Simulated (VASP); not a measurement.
A run of VASP 6.6.1:

The input POSCAR:

```
MgO2
1.0
    1.6047610160      0.9265092046      3.6686778186
   -1.6047610160      0.9265092046      3.6686778186
    0.0000000000     -1.8530184092      3.6686778186
Mg O
1 2
Direct
    0.0000000000      0.0000000000      0.0000000000
    0.4287860000      0.4287860000      0.4287860000
    0.5712140000      0.5712140000      0.5712140000
```

The input INCAR.step1:

```
  PREC = Accurate
  ENCUT = 520
  ISMEAR = 0
  SIGMA = 0.05
  LREAL = F
  LASPH = T
  NELM = 80
  NBANDS = 14
  GGA = PE
  ALGO = Normal
  EDIFF = 1E-4
  LWAVE = T
  LCHARG = F
```

INCAR.step2

```
  PREC = Accurate
  ENCUT = 520
  EDIFF = 1E-7
  ISMEAR = 0
  SIGMA = 0.05
  LREAL = F
  LASPH = T
  NELM = 80
  ALGO = Normal
  ISIF = 2
  LWAVE = F
  LCHARG = F
  METAGGA = R2SCAN
  LMIXTAU = T
  NBANDS = 14
  ISTART = 1
```

KPOINTS

```
Automatic mesh
0
Gamma
  12 12 12
```

Potentials or basis: VASP PAW PBE potentials, release 64 (Mg, O).

Launch:

```bash
$ cat potpaw_PBE.64/Mg/POTCAR potpaw_PBE.64/O/POTCAR > POTCAR
$ cp INCAR.step1 INCAR
$ mpirun -np 1 vasp_std > vasp.out
$ cp INCAR.step2 INCAR
$ mpirun -np 1 vasp_std > vasp.out
```

Hardware: 1 thread of Intel Xeon 8259CL, with other jobs on the host.

Q: How long does it take, and how much memory?

A: Run time: 6.9 min on 1 thread of Intel Xeon 8259CL, on a shared host, peak memory 0.24 GiB. Counts: k points 189.
